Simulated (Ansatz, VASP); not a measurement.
**One calculation of HfO2, two programs**

The input POSCAR:

```
HfO2
1.0
    0.0000000000      2.3800316108      2.8560379329
    2.3800316108      0.0000000000      2.8560379329
    2.3800316108      2.3800316108      0.0000000000
Hf O
1 2
Direct
    0.0000000000      0.0000000000      0.0000000000
    0.2500000000      0.2500000000      0.2500000000
    0.7500000000      0.7500000000      0.7500000000
```

INCAR.step1

```
  PREC = Accurate
  ENCUT = 520
  ISMEAR = 0
  SIGMA = 0.05
  LREAL = F
  LASPH = T
  NELM = 60
  NBANDS = 18
  GGA = PE
  ALGO = Normal
  EDIFF = 1E-4
  LWAVE = T
  LCHARG = F
```

INCAR.step2

```
  PREC = Accurate
  ENCUT = 520
  EDIFF = 1E-7
  ISMEAR = 0
  SIGMA = 0.05
  LREAL = F
  LASPH = T
  NELM = 60
  ALGO = Normal
  ISIF = 2
  LWAVE = F
  LCHARG = T
  METAGGA = R2SCAN
  LMIXTAU = T
  LELF = T
  LVHAR = T
  NBANDS = 18
  ISTART = 1
```

File KPOINTS:

```
Automatic mesh
0
Gamma
  8 8 8
```

Input for Ansatz:

```yaml
crystal:
  lattice:
    - [0.0, 2.3800316108, 2.8560379329]
    - [2.3800316108, 0.0, 2.8560379329]
    - [2.3800316108, 2.3800316108, 0.0]
  atoms:
    - { symbol: Hf, position: [0.0, 0.0, 0.0] }
    - { symbol: O, position: [0.25, 0.25, 0.25] }
    - { symbol: O, position: [0.75, 0.75, 0.75] }
basis:
  ecutwfc: 500
kpoints:
  mp_grid: { grid: [8, 8, 8] }
hamiltonian:
  xc: r2scan
scf:
  occupations: { method: gaussian, width: 0.05 }
output:
  forces: true
  stress: true
  eigenvalues: true
```

Alike in both runs: task single point; functional r2SCAN; k mesh 8 × 8 × 8; occupations gaussian, width 0.05 eV; no spin polarisation.

```csv
,VASP,Ansatz
version,VASP 6.6.1,Ansatz 0.2.0
potentials or method,"VASP PAW PBE potentials, release 64 (Hf_pv, O), cutoff 520 eV","scalar-relativistic, plane waves, PAW"
valence electrons in the cell,22,38
```

Ansatz gave:

- gap on the k mesh at the Fermi level (eV): 1.35
- least direct gap on the mesh (eV): 1.98
- pressure (GPa): 1.2
- traceless stress, the component that is largest in VASP (GPa): -63.29

Problem. Which values does VASP return?

Solution. gap on the k mesh at the Fermi level (eV): 1.35; least direct gap on the mesh (eV): 1.98; pressure (GPa): -2.6; traceless stress, the component that is largest in VASP (GPa): -64.27.

VASP's potentials were made for PBE, not for r2SCAN. With one functional, cell and mesh, what is left measures potentials, basis and numerics. VASP's potentials hold 22 valence electrons a cell and Ansatz's 38, so a difference there can come from the potentials and not from the codes.

Neither program's run includes spin-orbit coupling.
